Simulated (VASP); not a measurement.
# Rh (P6_3/mmc) in VASP: further runs

Runs on Rh. Level: PBEsol. Tasks: single point.

All numbers are computed with VASP 6.6.1; they aren't measurements. Logs are shortened: lines on timing, memory, paths and dates and some standing lists are left out, and cuts for length are marked.

## (1) The cell of the first run

The structure is hexagonal, space group P6_3/mmc (No. 194). Conventional cell: a = 2.692 Å, b = 2.692 Å, c = 8.798 Å, α = 90.00°, β = 90.00°, γ = 120.00°. Within 3.5 Å of Rh (site symmetry -3m) lie 12 Rh at 2.69 Å. Rh (site symmetry -6m2) has 12 Rh at 2.69 Å within 3.5 Å.

## (2) Single point, PBEsol

File INCAR:

```
PREC     = Accurate       # precision mode
ENCUT    = 520            # plane-wave cutoff, eV
EDIFF    = 1E-7           # SCF threshold, eV
ISMEAR   = 0              # smearing method
SIGMA    = 0.5            # smearing width, eV
LREAL    = False          # projectors in reciprocal space
LASPH    = True           # aspherical terms in the spheres
NELM     = 100            # most SCF steps
ALGO     = Normal         # electronic algorithm
ISIF     = 2              # what is computed and relaxed
LWAVE    = False          # write WAVECAR
LCHARG   = False          # write CHGCAR
GGA      = PS             # functional
NBANDS   = 38             # bands
```

File KPOINTS:

```
regular mesh
0
Gamma
  9 9 3
```

File POSCAR:

```
Rh
1.0
    2.6917450000      0.0000000000      0.0000000000
   -1.3458725000      2.3311195505      0.0000000000
    0.0000000000      0.0000000000      8.7980700000
Rh
4
Direct
    0.0000000000      0.0000000000      0.0000000000
    0.3333333333      0.6666666667      0.2500000000
    0.0000000000      0.0000000000      0.5000000000
    0.6666666667      0.3333333333      0.7500000000
```

Potentials or basis: VASP PAW PBE potentials, release 64 (Rh_pv).

The run is started by

```console
> cat potpaw_PBE.64/Rh_pv/POTCAR > POTCAR
> mpirun -np 1 vasp_std > vasp.out
```

OUTCAR:

```text
PREC = Accurate
   ENCUT = 520
   EDIFF = 1E-7
   ISMEAR = 0
   LREAL = False
   LASPH = True
   NELM = 100
   ISIF = 2
   GGA = PS

 ion  position               nearest neighbor table
   1  0.000  0.000  0.000-   2 2.69   4 2.69   2 2.69   4 2.69   4 2.69   2 2.69
   2  0.333  0.667  0.250-   1 2.69   3 2.69   1 2.69   3 2.69   1 2.69   3 2.69
   3  0.000  0.000  0.500-   2 2.69   4 2.69   2 2.69   4 2.69   4 2.69   2 2.69
   4  0.667  0.333  0.750-   1 2.69   3 2.69   1 2.69   3 2.69   1 2.69   3 2.69

  LATTYP: Found a hexagonal cell.
 ALAT       =     2.6917450000
 C/A-ratio  =     3.2685376958

  Lattice vectors:

 A1 = (   2.6917450000,   0.0000000000,   0.0000000000)
 A2 = (  -1.3458725000,   2.3311195505,   0.0000000000)
 A3 = (   0.0000000000,   0.0000000000,   8.7980700000)

Analysis of symmetry for initial positions (statically):
=====================================================================
 Subroutine PRICEL returns:
 Original cell was already a primitive cell.

 Routine SETGRP: Setting up the symmetry group for a
 hexagonal supercell.

 Subroutine GETGRP returns: Found 24 space group operations
 (whereof 12 operations were pure point group operations)
 out of a pool of 24 trial point group operations.

The static configuration has the point symmetry D_3d.
 The point group associated with its full space group is D_6h.

Analysis of symmetry for dynamics (positions and initial velocities):
=====================================================================
 Subroutine PRICEL returns:
 Original cell was already a primitive cell.

 Routine SETGRP: Setting up the symmetry group for a
 hexagonal supercell.

 Subroutine GETGRP returns: Found 24 space group operations
 (whereof 12 operations were pure point group operations)
 out of a pool of 24 trial point group operations.

The dynamic configuration has the point symmetry D_3d.
 The point group associated with its full space group is D_6h.

 Subroutine INISYM returns: Found 24 space group operations
 (whereof 12 operations are pure point group operations),
 and found     1 'primitive' translations

----------------------------------------------------------------------------------------

                                     Primitive cell

  volume of cell :      55.2059

  direct lattice vectors                    reciprocal lattice vectors
     2.691745000  0.000000000  0.000000000     0.371506216  0.214489214  0.000000000
    -1.345872500  2.331119550  0.000000000     0.000000000  0.428978428  0.000000000
     0.000000000  0.000000000  8.798070000     0.000000000  0.000000000  0.113661292

  length of vectors
     2.691745000  2.691745000  8.798070000     0.428978428  0.428978428  0.113661292

  position of ions in fractional coordinates (direct lattice)
     0.000000000  0.000000000  0.000000000
     0.333333333  0.666666667  0.250000000
     0.000000000  0.000000000  0.500000000
     0.666666667  0.333333333  0.750000000

  ion indices of the primitive-cell ions
   primitive index   ion index
                 1           1
                 2           2
                 3           3
                 4           4

----------------------------------------------------------------------------------------

 KPOINTS: regular mesh

Automatic generation of k-mesh.
 Grid dimensions read from file:
 generate k-points for:    9    9    3

 Generating k-lattice:

  Cartesian coordinates                     Fractional coordinates (reciprocal lattice)
     0.041278468  0.023832135  0.000000000     0.111111111  0.000000000  0.000000000
     0.000000000  0.047664270  0.000000000     0.000000000  0.111111111  0.000000000
     0.000000000  0.000000000  0.037887097     0.000000000  0.000000000  0.333333333

  Length of vectors
     0.047664270  0.047664270  0.037887097

  Shift w.r.t. Gamma in fractional coordinates (k-lattice)
     0.000000000  0.000000000  0.000000000

 Subroutine IBZKPT returns following result:
 ===========================================

 Found     24 irreducible k-points:

 Following reciprocal coordinates:
            Coordinates               Weight
  0.000000  0.000000  0.000000      1.000000
  0.111111 -0.000000  0.000000      6.000000
  0.222222  0.000000  0.000000      6.000000
  0.333333  0.000000  0.000000      6.000000
  0.444444  0.000000  0.000000      6.000000
  0.111111  0.111111  0.000000      6.000000
[... 16 lines left out ...]
  0.333333  0.222222  0.333333     24.000000
  0.333333  0.333333  0.333333      4.000000
   k-points           NKPTS =     24   k-points in BZ     NKDIM =     24   number of bands    NBANDS=     38
   number of dos      NEDOS =    301   number of ions     NIONS =      4
   total plane-waves  NPLWV =  28000
   dimension x,y,z NGX =    20 NGY =   20 NGZ =   70
   dimension x,y,z NGXF=    40 NGYF=   40 NGZF=  140
   ions per type =               4
   NGX,Y,Z   is equivalent  to a cutoff of  12.35, 12.35, 13.23 a.u.
   NGXF,Y,Z  is equivalent  to a cutoff of  24.70, 24.70, 26.45 a.u.
 SYSTEM =  unknown system
   PREC   = accura    normal or accurate (medium, high low for compatibility)
   ISTART =      0    job   : 0-new  1-cont  2-samecut
   ICHARG =      2    charge: 1-file 2-atom 10-const
   ISPIN  =      1    spin polarized calculation?
   LNONCOLLINEAR =      F non collinear calculations
   LSORBIT =      F    spin-orbit coupling
   LASPH  =      T    aspherical Exc in radial PAW
   ENCUT  =  520.0 eV  38.22 Ry    6.18 a.u.   5.00  5.00 16.36*2*pi/ulx,y,z
   NELM   =    100;   NELMIN=  2; NELMDL= -5     # of ELM steps
   EDIFF  = 0.1E-06   stopping-criterion for ELM
   LREAL  =      F    real-space projection
   EDIFFG = 0.1E-05   stopping-criterion for IOM
   NSW    =      0    number of steps for IOM
   IBRION =     -1    ionic relax: 0-MD 1-quasi-New 2-CG
   NFREE  =      0    steps in history (QN), initial steepest desc. (CG)
   ISIF   =      2    stress and relaxation
   ISYM   =      2    0-nonsym 1-usesym 2-fastsym
   POTIM  = 0.5000    time-step for ionic-motion
   TEBEG  =    0.0;   TEEND  =   0.0 temperature during run
   PSTRESS=    0.0 pullay stress
   NELECT =      60.0000    total number of electrons
   NUPDOWN=      -1.0000    fix difference up-down
   EMIN   =  10.00;   EMAX   =-10.00  energy-range for DOS
   EFERMI =   0.00;   METHOD = LEGACY
   ISMEAR =     0;   SIGMA  =   0.50  broadening in eV -4-tet -1-fermi 0-gaus
   EFERMI_NEDOS =   21; number of points for ismear=-14 and -15
   IALGO  =     38    algorithm
   IMIX   =      4    mixing-type and parameters
     AMIX     =   0.40;   BMIX     =  1.00
     AMIX_MAG =   1.60;   BMIX_MAG =  1.00
  volume/ion in A,a.u.               =      13.80        93.14
  Fermi-wavevector in a.u.,A,eV,Ry     =   1.683178  3.180745 38.546489  2.833087
  Thomas-Fermi vector in A             =   2.766425
   LORBIT       =      0    0 simple, 1 ext, 2 COOP (PROOUT), +10 PAW based schemes
   GGA     = PS    functional components
   LHFCALC =     F    Hartree Fock is set to
   AEXX    =    0.0000 exact exchange contribution
   IVDW    =     0    specifies the selected vdW correction
   LEPSILON=     F    determine dielectric tensor
   LRPA    =     F    only Hartree local field effects (RPA)
 non-spin polarized calculation
 Gauss-broadening in eV      SIGMA  =   0.50
  energy-cutoff  :      520.00
  volume of cell :       55.21
 maximum number of plane-waves:      1505
 NGX is ok and might be reduce to    20
   NGX =  9   NGY =  9   NGZ = 33

 number of electron      59.9999994 magnetization

 Free energy of the ion-electron system (eV)
  ---------------------------------------------------
  ext. energy  EPLUGINS =         0.00000000
  ---------------------------------------------------
  free energy    TOTEN  =       -32.81431257 eV

  energy without entropy =      -32.07905340  energy(sigma->0) =      -32.44668299

 E-fermi :  11.6788     XC(G=0): -14.1916

 val. band max:       11.6786871358   @ k =   0.1111   0.1111   0.3333
 cond. band min:      11.6792666980   @ k =   0.3333   0.0000   0.3333
 fundamental gap:      0.0005795622
 Fermi energy:        11.6787849655

 k-point     1 :       0.0000    0.0000    0.0000
  band No.  band energies     occupation
      1     -35.3497      2.00000
      2     -35.0021      2.00000
      3     -34.9844      2.00000
      4     -34.7190      2.00000
      5     -34.7190      2.00000
      6     -34.6712      2.00000
[... 30 lines left out ...]
     37      20.1985      0.00000
     38      26.0578      0.00000

 k-point     2 :       0.1111   -0.0000    0.0000
  band No.  band energies     occupation
      1     -35.3218      2.00000
      2     -35.0108      2.00000
      3     -34.9936      2.00000
      4     -34.7835      2.00000
      5     -34.7398      2.00000
      6     -34.7219      2.00000
[... 30 lines left out ...]
     37      20.1313      0.00000
     38      26.5000      0.00000

 k-point     3 :       0.2222    0.0000    0.0000
  band No.  band energies     occupation
      1     -35.2466      2.00000
      2     -35.0727      2.00000
      3     -35.0530      2.00000
      4     -34.9377      2.00000
      5     -34.8716      2.00000
      6     -34.7982      2.00000
[... 30 lines left out ...]
     37      20.0238      0.00000
     38      26.1138      0.00000

 k-point     4 :       0.3333    0.0000    0.0000
  band No.  band energies     occupation
      1     -35.2147      2.00000
      2     -35.2137      2.00000
      3     -35.1099      2.00000
      4     -35.1038      2.00000
      5     -35.0624      2.00000
      6     -34.8457      2.00000
[... 30 lines left out ...]
     37      20.0287      0.00000
     38      22.4222      0.00000
[... 703 lines left out ...]
      4     -35.1344      2.00000
      5     -35.0059      2.00000
      6     -34.9511      2.00000
[... 30 lines left out ...]
     37      22.6806      0.00000
     38      22.8700      0.00000

 k-point    23 :       0.3333    0.2222    0.3333
  band No.  band energies     occupation
      1     -35.2359      2.00000
      2     -35.2208      2.00000
      3     -35.1787      2.00000
      4     -35.1688      2.00000
      5     -35.0129      2.00000
      6     -35.0064      2.00000
[... 30 lines left out ...]
     37      21.0462      0.00000
     38      21.2068      0.00000

 k-point    24 :       0.3333    0.3333    0.3333
  band No.  band energies     occupation
      1     -35.1802      2.00000
      2     -35.1731      2.00000
      3     -35.1731      2.00000
      4     -35.1148      2.00000
      5     -35.0784      2.00000
      6     -35.0784      2.00000
[... 30 lines left out ...]
     37      19.6279      0.00000
     38      19.6279      0.00000

------------------------ aborting loop because EDIFF is reached ----------------------------------------

  FORCE on cell =-STRESS in cart. coord.  units (eV):
  Direction    XX          YY          ZZ          XY          YZ          ZX
  --------------------------------------------------------------------------------------
  -------------------------------------------------------------------------------------
  Total       -1.1536017     -1.1536017     -1.7627109     -0.0000000      0.0000000      0.0000000
  in kB      -33.4796244    -33.4796244    -51.1570846     -0.0000000      0.0000000      0.0000000
  external PRESSURE =     -39.3721111 kB  Pullay stress =       0.0000000 kB

 VOLUME and BASIS-vectors are now :
 -----------------------------------------------------------------------------
  energy-cutoff  :      520.00
  volume of cell :       55.21
      direct lattice vectors                 reciprocal lattice vectors
     2.691745000  0.000000000  0.000000000     0.371506216  0.214489214  0.000000000
    -1.345872500  2.331119550  0.000000000     0.000000000  0.428978428  0.000000000
     0.000000000  0.000000000  8.798070000     0.000000000  0.000000000  0.113661292

 POSITION                                       TOTAL-FORCE (eV/Angst)
 -----------------------------------------------------------------------------------
      0.00000      0.00000      0.00000         0.000000      0.000000      0.000000
     -0.00000      1.55408      2.19952         0.000000     -0.000000      0.000000
      0.00000      0.00000      4.39903         0.000000      0.000000      0.000000
      1.34587      0.77704      6.59855        -0.000000      0.000000     -0.000000
 -----------------------------------------------------------------------------------
    total drift:                                0.000000     -0.000000      0.000000

  FREE ENERGIE OF THE ION-ELECTRON SYSTEM (eV)
  ---------------------------------------------------
  free  energy   TOTEN  =       -32.8143125714 eV

  energy  without entropy=      -32.0790533990  energy(sigma->0) =      -32.44668299
```

Run time: 75 s. Hardware: 1 thread of Intel Xeon 6975P-C, shared host; peak memory 0.18 GiB.

What came out:

| Item | Value |
| --- | --- |
| Free energy | -32.8143 eV |
| Pressure | -3.9 GPa |
| Band gap on the k mesh | zero (band 30 reaches 12.31 eV, above the bottom of band 31 at 10.69 eV) |

Stress tensor (GPa, compression positive):
```
-3.35  0.00  0.00
 0.00 -3.35  0.00
 0.00  0.00 -5.12
```

Levels at points of the mesh, in eV from the Fermi level:
```csv
k point,band 27,band 28,band 29,band 30,band 31,band 32,band 33,band 34
"(0.00, 0.00, 0.00)",-2.59,-1.40,-1.40,-0.80,-0.80,-0.31,-0.31,0.47
```

Caveat: the PAW data sets were made with another functional, which shifts forces and pressure a little.

(Part 1 of 2 ends here.)
